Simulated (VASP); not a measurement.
Runs of VASP 6.6.1 on WS2. The structure is that of space group P4/mmm (No. 123), or close to it. The cells are those of the table. 

| task | spin | cell | k mesh | cutoff (eV) | gap on the mesh (eV) | pressure (GPa) | largest force (eV/Å) |
| --- | --- | --- | --- | --- | --- | --- | --- |
| single point | off | a = 2.963, b = 2.963, c = 7.241 Å, 3 atoms | 16 × 16 × 8 | 520 | none | (a) | - |
| single point | off | a = 2.960, b = 2.960, c = 6.958 Å, 3 atoms | 6 × 6 × 4 | 520 | none | 0.2 | 0.01 |
| single point | off | a = 3.051, b = 3.051, c = 6.324 Å, 3 atoms | 6 × 6 × 4 | 520 | none | -18.4 | 4.36 |
| single point | collinear, ferrimagnetic start | a = 3.051, b = 3.051, c = 6.324 Å, 3 atoms | 6 × 6 × 4 | 520 | none | -18.4 | 4.36 |
| relaxation of cell and atoms | off | relaxed from a = 3.051, b = 3.051, c = 6.324 Å, 3 atoms | 6 × 6 × 4 | 600 | none | 0.1 | 0.01 |

Alike in all rows: level PBE; potentials or basis VASP PAW PBE potentials, release 64 (W_sv, S); smearing gaussian 0.1 eV.

Problem. Fill in the values left out.

Solution. (a) 0.0.

Caveats: spin-orbit coupling is left out, which moves the levels of the heavy elements; this functional lacks dispersion, which binds the layers, so the pressure and a relaxed spacing across them are unreliable (some runs); forces of over 1 eV/Å act on the atoms, so gaps and moduli don't describe the material at rest (some runs).

A k mesh can miss the band edges, and the runs leave out spin-orbit coupling on W.

A gap of «none» marks levels without a gap at the run's occupations.
